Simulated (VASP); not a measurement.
# Si16Ge (a cell with a defect) in VASP: notebook

Runs on Si16Ge (a cell with a defect). Level: LDA. Tasks: single point.

Program: VASP 6.6.1. These are calculated values, not measurements. Logs are shortened: lines on timing, memory, paths and dates and some standing lists are left out, and cuts for length are marked.

## 1. The cell of the first run

The cell holds a defect, 17 atoms: a = 7.679 Å, b = 7.679 Å, c = 7.679 Å, α = 60.00°, β = 60.00°, γ = 60.00°.

## 2. Single point, LDA

Input file INCAR:

```
PREC     = Accurate       # precision mode
ENCUT    = 520            # plane-wave cutoff, eV
EDIFF    = 1E-6           # SCF threshold, eV
ISMEAR   = 0              # smearing method
SIGMA    = 0.05           # smearing width, eV
LREAL    = Auto         
LASPH    = T              # aspherical terms in the spheres
NELM     = 60             # most SCF steps
ALGO     = Normal         # electronic algorithm
ISIF     = 2              # what is computed and relaxed
LWAVE    = F              # write WAVECAR
LCHARG   = F              # write CHGCAR
NBANDS   = 53             # bands
```

Input file KPOINTS:

```
Automatic mesh
0
Gamma
  2 2 2
```

Input file POSCAR:

```
Si16Ge
1.0
    0.0000000000      5.4300000000      5.4300000000
    5.4300000000      0.0000000000      5.4300000000
    5.4300000000      5.4300000000      0.0000000000
Si Ge
16 1
Direct
    0.0117002633     -0.0320292616      0.0082985211
    0.1566199754      0.1127657089      0.1166396417
    0.0161536156     -0.0026187487      0.4882544626
    0.1273527505      0.1081103365      0.6368500443
    0.0117830797      0.5108773026      0.0084585909
    0.1043686491      0.6039217929      0.1870201113
   -0.0217899465      0.4772420850      0.5655181516
    0.1270788040      0.6265750952      0.6366311650
    0.5206748895      0.0202852850     -0.0620054753
    0.6133640169      0.1129465650      0.1166930817
    0.4977089314     -0.0026984427      0.4881496975
    0.6468963309      0.1459042595      0.5595038250
    0.4684293095      0.5109686720      0.0083644410
    0.6133195023      0.6560761541      0.1165267093
    0.4979960782      0.5152225796      0.4883667326
    0.6089436755      0.6267458193      0.6367235113
    0.8125390749      0.3120739974      0.0624635883
```

Potentials or basis: VASP PAW LDA potentials, release 64 (Si, Ge_d).

Launch:

```
cat potpaw_LDA.64/Si/POTCAR potpaw_LDA.64/Ge_d/POTCAR > POTCAR
mpirun -np 1 vasp_std > vasp.out
```

OUTCAR:

```text
PREC = Accurate
   ENCUT = 520
   EDIFF = 1E-6
   ISMEAR = 0
   LREAL = Auto
   LASPH = T
   NELM = 60
   ISIF = 2

 ion  position               nearest neighbor table
   1  0.012  0.968  0.008-   6 2.31   4 2.33  17 2.43   2 2.50  10 2.50
   2  0.157  0.113  0.117-   9 2.31   3 2.33  17 2.43   1 2.50   5 2.50
   3  0.016  0.997  0.488-   4 2.33   8 2.33   2 2.33  12 2.34
   4  0.127  0.108  0.637-  11 2.33   3 2.33   1 2.33   7 2.34
   5  0.012  0.511  0.008-   6 2.31   8 2.33  17 2.43   2 2.50  14 2.50
   6  0.104  0.604  0.187-  13 2.31   1 2.31   5 2.31   7 2.37
   7  0.978  0.477  0.566-   4 2.34  16 2.34   8 2.34   6 2.37
   8  0.127  0.627  0.637-   3 2.33  15 2.33   5 2.33   7 2.34
   9  0.521  0.020  0.938-   2 2.31  10 2.31  14 2.31  12 2.37
  10  0.613  0.113  0.117-   9 2.31  11 2.33  17 2.43  13 2.50   1 2.50
  11  0.498  0.997  0.488-   4 2.33  16 2.33  10 2.33  12 2.34
  12  0.647  0.146  0.560-  11 2.34   3 2.34  15 2.34   9 2.37
  13  0.468  0.511  0.008-   6 2.31  16 2.33  17 2.43  10 2.50  14 2.50
  14  0.613  0.656  0.117-   9 2.31  15 2.33  17 2.43  13 2.50   5 2.50
  15  0.498  0.515  0.488-  16 2.33   8 2.33  14 2.33  12 2.34
  16  0.609  0.627  0.637-  11 2.33  15 2.33  13 2.33   7 2.34
  17  0.813  0.312  0.062-  14 2.43   5 2.43  13 2.43   2 2.43  10 2.43   1 2.43

  LATTYP: Found a face centered cubic cell.
 ALAT       =    10.8600000000

  Lattice vectors:

 A1 = (   0.0000000000,   5.4300000000,   5.4300000000)
 A2 = (   5.4300000000,   0.0000000000,   5.4300000000)
 A3 = (   5.4300000000,   5.4300000000,   0.0000000000)

Analysis of symmetry for initial positions (statically):
=====================================================================
 Subroutine PRICEL returns:
 Original cell was already a primitive cell.

 Routine SETGRP: Setting up the symmetry group for a
 face centered cubic supercell.

 Subroutine GETGRP returns: Found  1 space group operations
 (whereof  1 operations were pure point group operations)
 out of a pool of 48 trial point group operations.

The static configuration has the point symmetry C_1 .

Analysis of symmetry for dynamics (positions and initial velocities):
=====================================================================
 Subroutine PRICEL returns:
 Original cell was already a primitive cell.

 Routine SETGRP: Setting up the symmetry group for a
 face centered cubic supercell.

 Subroutine GETGRP returns: Found  1 space group operations
 (whereof  1 operations were pure point group operations)
 out of a pool of 48 trial point group operations.
[... 120 lines left out ...]
   ISIF   =      2    stress and relaxation
   ISYM   =      2    0-nonsym 1-usesym 2-fastsym
   POTIM  = 0.5000    time-step for ionic-motion
   TEBEG  =    0.0;   TEEND  =   0.0 temperature during run
   PSTRESS=    0.0 pullay stress
   NELECT =      78.0000    total number of electrons
   NUPDOWN=      -1.0000    fix difference up-down
   EMIN   =  10.00;   EMAX   =-10.00  energy-range for DOS
   EFERMI =   0.00;   METHOD = LEGACY
   ISMEAR =     0;   SIGMA  =   0.05  broadening in eV -4-tet -1-fermi 0-gaus
   EFERMI_NEDOS =   21; number of points for ismear=-14 and -15
   IALGO  =     38    algorithm
   IMIX   =      4    mixing-type and parameters
     AMIX     =   0.40;   BMIX     =  1.00
     AMIX_MAG =   1.60;   BMIX_MAG =  1.00
  volume/ion in A,a.u.               =      18.84       127.11
  Fermi-wavevector in a.u.,A,eV,Ry     =   1.022421  1.932096 14.222785  1.045345
  Thomas-Fermi vector in A             =   2.156100
   LORBIT       =      0    0 simple, 1 ext, 2 COOP (PROOUT), +10 PAW based schemes
   GGA     = CA    functional components
   LHFCALC =     F    Hartree Fock is set to
   AEXX    =    0.0000 exact exchange contribution
   IVDW    =     0    specifies the selected vdW correction
   LEPSILON=     F    determine dielectric tensor
   LRPA    =     F    only Hartree local field effects (RPA)
 non-spin polarized calculation
 Gauss-broadening in eV      SIGMA  =   0.05
  energy-cutoff  :      520.00
  volume of cell :      320.21
 maximum number of plane-waves:      8646
 NGX is ok and might be reduce to    60
   NGX = 29   NGY = 29   NGZ = 29

 number of electron      77.9999998 magnetization

 Free energy of the ion-electron system (eV)
  ---------------------------------------------------
  ext. energy  EPLUGINS =         0.00000000
  ---------------------------------------------------
  free energy    TOTEN  =       -96.16521694 eV

  energy without entropy =      -96.16080656  energy(sigma->0) =      -96.16301175

 E-fermi :   6.5456     XC(G=0):  -9.9489

 val. band max:        6.5078448985   @ k =   0.0000   0.0000   0.5000
 cond. band min:       6.5960009513   @ k =   0.0000   0.0000   0.0000
 fundamental gap:      0.0881560527
 Fermi energy:         6.5455588691

 k-point     1 :       0.0000    0.0000    0.0000
  band No.  band energies     occupation
      1     -18.1392      2.00000
      2     -18.1391      2.00000
      3     -18.0050      2.00000
      4     -18.0049      2.00000
      5     -17.9995      2.00000
      6      -6.4371      2.00000
[... 421 lines left out ...]
     50      10.2820      0.00000
     51      10.3158      0.00000
 [bands above 51 left out]

------------------------ aborting loop because EDIFF is reached ----------------------------------------

  FORCE on cell =-STRESS in cart. coord.  units (eV):
  Direction    XX          YY          ZZ          XY          YZ          ZX
  --------------------------------------------------------------------------------------
  -------------------------------------------------------------------------------------
  Total        4.0241843      4.0150309      4.0226025     -1.3162385      1.3133887      1.3165448
  in kB       20.1353399     20.0895399     20.1274249     -6.5859084      6.5716493      6.5874408
  external PRESSURE =      20.1174349 kB  Pullay stress =       0.0000000 kB

 VOLUME and BASIS-vectors are now :
 -----------------------------------------------------------------------------
  energy-cutoff  :      520.00
  volume of cell :      320.21
      direct lattice vectors                 reciprocal lattice vectors
     0.000000000  5.430000000  5.430000000    -0.092081031  0.092081031  0.092081031
     5.430000000  0.000000000  5.430000000     0.092081031 -0.092081031  0.092081031
     5.430000000  5.430000000  0.000000000     0.092081031  0.092081031 -0.092081031

 POSITION                                       TOTAL-FORCE (eV/Angst)
 -----------------------------------------------------------------------------------
      5.30114      0.10859      5.31961         0.017980      0.000201     -0.005841
      1.24567      1.48380      1.46276         0.006234     -0.006402     -0.002557
      8.06700      2.73894      5.50349        -0.020832      0.005978     -0.008989
      4.04513      4.14962      1.27856        -0.001210     -0.004672     -0.011405
      2.81999      0.10991      2.83805        -0.006849     -0.016881      0.001514
      4.29481      1.58224      3.84602        -0.010606     -0.005497     -0.004084
[... 9 lines left out ...]
      6.86064      6.76397      6.70979        -0.008197     -0.005892     -0.021023
      2.03374      4.75126      6.10665        -0.003679      0.000137     -0.003465
 -----------------------------------------------------------------------------------
    total drift:                                0.000180      0.002180     -0.000034

  FREE ENERGIE OF THE ION-ELECTRON SYSTEM (eV)
  ---------------------------------------------------
  free  energy   TOTEN  =       -96.1652169438 eV

  energy  without entropy=      -96.1608065583  energy(sigma->0) =      -96.16301175
```

OSZICAR:

```text
N       E                     dE             d eps       ncg     rms          rms(c)
DAV:   1     0.390818581967E+03    0.39082E+03   -0.30094E+04  1066   0.160E+03
DAV:   2    -0.322034732992E+02   -0.42302E+03   -0.39268E+03   920   0.410E+02
DAV:   3    -0.944749021727E+02   -0.62271E+02   -0.59380E+02  1016   0.102E+02
DAV:   4    -0.981629852784E+02   -0.36881E+01   -0.36372E+01  1072   0.296E+01
DAV:   5    -0.982821413174E+02   -0.11916E+00   -0.11884E+00  1088   0.493E+00    0.146E+01
DAV:   6    -0.967909950175E+02    0.14911E+01   -0.96445E-01  1008   0.293E+00    0.873E+00
DAV:   7    -0.961661574520E+02    0.62484E+00   -0.15106E+00   984   0.358E+00    0.757E-01
DAV:   8    -0.961658631894E+02    0.29426E-03   -0.11750E-01  1072   0.139E+00    0.458E-01
DAV:   9    -0.961653982856E+02    0.46490E-03   -0.82395E-03  1120   0.413E-01    0.244E-01
DAV:  10    -0.961652121861E+02    0.18610E-03   -0.23543E-03  1024   0.157E-01    0.102E-01
DAV:  11    -0.961652113539E+02    0.83222E-06   -0.23418E-04  1112   0.802E-02    0.510E-02
DAV:  12    -0.961652168553E+02   -0.55014E-05   -0.14448E-05  1152   0.186E-02    0.122E-02
DAV:  13    -0.961652169438E+02   -0.88495E-07   -0.65055E-06  1048   0.123E-02
   1 F= -.96165217E+02 E0= -.96163012E+02  d E =-.441039E-02
```

Run time: 7.1 min. Hardware: 1 thread of Intel Xeon 8259CL, shared host; peak memory 0.4 GiB.

What came out:

```yaml
Free_energy: -96.1652 eV
Pressure: 2.0 GPa
Largest_force: 0.026 eV/Å
Band_gap_on_the_k_mesh: 0.09 eV
```

Forces on the atoms (eV/Å):
```
Si   0.018  0.000 -0.006
Si   0.006 -0.006 -0.003
Si  -0.021  0.006 -0.009
Si  -0.001 -0.005 -0.011
Si  -0.007 -0.017  0.002
Si  -0.011 -0.005 -0.004
Si   0.024  0.004  0.009
Si   0.006  0.020  0.009
Si  -0.004  0.007 -0.011
Si  -0.006  0.000  0.017
Si  -0.012  0.006 -0.002
Si   0.009 -0.007  0.023
Si  -0.003  0.006  0.009
Si   0.003  0.017 -0.008
Si   0.010 -0.020  0.008
Si  -0.008 -0.006 -0.021
Ge  -0.004  0.000 -0.003
```

Caveat: the k points lie up to 0.50 Å⁻¹ apart.

## 3. Single point, LDA

Input file INCAR:

```
ALGO = Normal ; EDIFF = 1E-7
ENCUT = 520 ; ISIF = 2
ISMEAR = 0 ; LASPH = T
LCHARG = F ; LREAL = Auto
LWAVE = F ; NBANDS = 53
NELM = 80 ; PREC = Accurate
SIGMA = 0.05
```

Input file KPOINTS:

```
k-points
0
Gamma
  2 2 2
```

Input file POSCAR:

```
Si16Ge
1.0
    0.0000000000      5.4300000000      5.4300000000
    5.4300000000      0.0000000000      5.4300000000
    5.4300000000      5.4300000000      0.0000000000
Si Ge
16 1
Direct
   -0.0119920063     -0.0019886234     -0.0020231897
    0.0603732997      0.1464674823      0.1464335826
   -0.0120291993     -0.0019762626      0.5157127383
    0.1361686764      0.1087366649      0.6273888939
   -0.0120249902      0.5157467506     -0.0020139986
    0.1361702439      0.6274234320      0.1087012719
    0.0662087620      0.4778477417      0.4778126210
    0.1361427138      0.6274346709      0.6273967856
    0.4385757229      0.0203971612      0.0203618978
    0.6164948366      0.1135738457      0.1135369284
    0.5078777073     -0.0315328193      0.5116501327
    0.6164656231      0.1135728865      0.6560941901
    0.5078797258      0.5116849474     -0.0315683017
    0.6164689456      0.6561289848      0.1135318887
    0.5078493273      0.5117240018      0.5116808321
    0.6872907850      0.6041542636      0.6041187074
    0.5606263764      0.3130526518      0.3130203595
```

Potentials or basis: VASP PAW LDA potentials, release 64 (Si, Ge_d).

Launch:

```
cat potpaw_LDA.64/Si/POTCAR potpaw_LDA.64/Ge_d/POTCAR > POTCAR
mpirun -np 1 vasp_std > vasp.out
```

Run time: 7.3 min. Hardware: 1 thread of Intel Xeon 8259CL, shared host; peak memory 0.4 GiB.

The run converged. Its results:

```yaml
Free_energy: -96.1652 eV
Pressure: 2.0 GPa
Largest_force: 0.020 eV/Å
Band_gap_on_the_k_mesh: 0.09 eV
```

Forces on the atoms (eV/Å):
```
Si  -0.009 -0.013 -0.013
Si   0.009 -0.010 -0.010
Si   0.012  0.010 -0.012
Si  -0.008  0.008  0.007
Si   0.012 -0.012  0.010
Si  -0.008  0.007  0.008
Si   0.005 -0.004 -0.004
Si  -0.007  0.008  0.008
Si  -0.008  0.008  0.008
Si   0.006  0.000  0.000
Si  -0.012  0.013 -0.009
Si   0.000 -0.007  0.001
Si  -0.012 -0.009  0.013
Si   0.000  0.001 -0.007
Si   0.010  0.013  0.013
Si   0.011 -0.010 -0.010
Ge   0.000 -0.001 -0.001
```

Stress tensor (GPa, compression positive):
```
 2.02  0.66  0.66
 0.66  2.02 -0.66
 0.66 -0.66  2.02
```

Levels at points of the mesh, in eV from the valence-band top:
```csv
k point,band 37,band 38,band 39,band 40,band 41,band 42
"(0.00, 0.00, 0.00)",-0.37,-0.35,-0.35,0.09,0.09,0.39
"(0.50, 0.00, 0.00)",-1.03,-1.03,0.00,0.61,0.61,1.32
"(0.00, 0.50, 0.00)",-1.14,-0.64,-0.28,0.40,0.88,1.02
"(0.00, 0.00, 0.50)",-1.14,-0.64,-0.28,0.40,0.88,1.02
"(0.50, 0.50, 0.50)",-1.14,-0.64,-0.28,0.40,0.88,1.02
"(0.50, 0.50, 0.00)",-1.50,-0.41,-0.11,0.63,1.51,1.59
"(0.00, 0.50, 0.50)",-1.50,-0.41,-0.11,0.63,1.51,1.59
"(0.50, 0.00, 0.50)",-1.50,-0.41,-0.11,0.63,1.51,1.59
```

Caveat: the k points lie up to 0.50 Å⁻¹ apart.
